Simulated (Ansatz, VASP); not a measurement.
One calculation of Ge, two programs

The input INCAR:

```
SYSTEM = Ge
  PREC = Accurate
  ENCUT = 520
  EDIFF = 1E-7
  ISMEAR = -1
  SIGMA = 0.05
  LREAL = .FALSE.
  LASPH = .TRUE.
  NELM = 80
  ALGO = Normal
  ISIF = 2
  LWAVE = .FALSE.
  LCHARG = .FALSE.
  GGA = PS
  NBANDS = 66
```

File KPOINTS:

```
regular mesh
0
G
  8 8 2
  0 0 0
```

POSCAR

```
Ge
1.0
    3.9762485223      0.0000000000      0.0000000000
   -1.9881242612      3.4435322321      0.0000000000
    0.0000000000      0.0000000000     13.0684041533
Ge
8
Direct
    0.3333333333      0.6666666667      0.1559415700
    0.6666666667      0.3333333333      0.8440584300
    0.6666666667      0.3333333333      0.6559415700
    0.3333333333      0.6666666667      0.3440584300
    0.0000000000      0.0000000000      0.0931488400
    0.0000000000      0.0000000000      0.9068511600
    0.0000000000      0.0000000000      0.5931488400
    0.0000000000      0.0000000000      0.4068511600
```

Contents of input.yaml:

```yaml
crystal:
  lattice:
    - [3.9762485223, 0.0, 0.0]
    - [-1.9881242612, 3.4435322321, 0.0]
    - [0.0, 0.0, 13.0684041533]
  atoms:
    - { symbol: Ge, position: [0.3333333333, 0.6666666667, 0.15594157] }
    - { symbol: Ge, position: [0.6666666667, 0.3333333333, 0.84405843] }
    - { symbol: Ge, position: [0.6666666667, 0.3333333333, 0.65594157] }
    - { symbol: Ge, position: [0.3333333333, 0.6666666667, 0.34405843] }
    - { symbol: Ge, position: [0.0, 0.0, 0.09314884] }
    - { symbol: Ge, position: [0.0, 0.0, 0.90685116] }
    - { symbol: Ge, position: [0.0, 0.0, 0.59314884] }
    - { symbol: Ge, position: [0.0, 0.0, 0.40685116] }
kpoints:
  mp_grid: { grid: [8, 8, 2] }
scf:
  occupations: { method: fermi_dirac, width: 0.05 }
hamiltonian:
  xc: pbesol
  pseudopotentials: { kind: all_electron, lapw: { basis_error: 0.001 } }
output:
  forces: true
  stress: true
  eigenvalues: true
```

Change from the starting cell: volume scaled by 0.98.

Alike in both runs: task single point; functional PBEsol; k mesh 8 × 8 × 2; occupations fermi-dirac, width 0.05 eV; no spin polarisation.

|  | VASP | Ansatz |
| --- | --- | --- |
| version | VASP 6.6.1 | Ansatz 0.2.0 |
| potentials or method | VASP PAW PBE potentials, release 64 (Ge_d), cutoff 520 eV | all-electron LAPW, scalar-relativistic |

Ansatz gave:

- gap on the k mesh at the Fermi level (eV): none
- pressure (GPa): 1.4
- traceless stress, the component that is largest in VASP (GPa): -0.19
- rms of the force components (eV/Å): 0.002

Task: Estimate VASP's values.

Result: gap on the k mesh at the Fermi level (eV): none; pressure (GPa): 1.3; traceless stress, the component that is largest in VASP (GPa): -0.19; rms of the force components (eV/Å): 0.003.

VASP's potentials were made for PBE, not for PBEsol. Atom by atom the forces differ by 0.001 eV/Å (rms over components). A gap of «none» marks a metal or a gap that the smearing closes. Ansatz ran all-electron here, and VASP with PAW potentials.
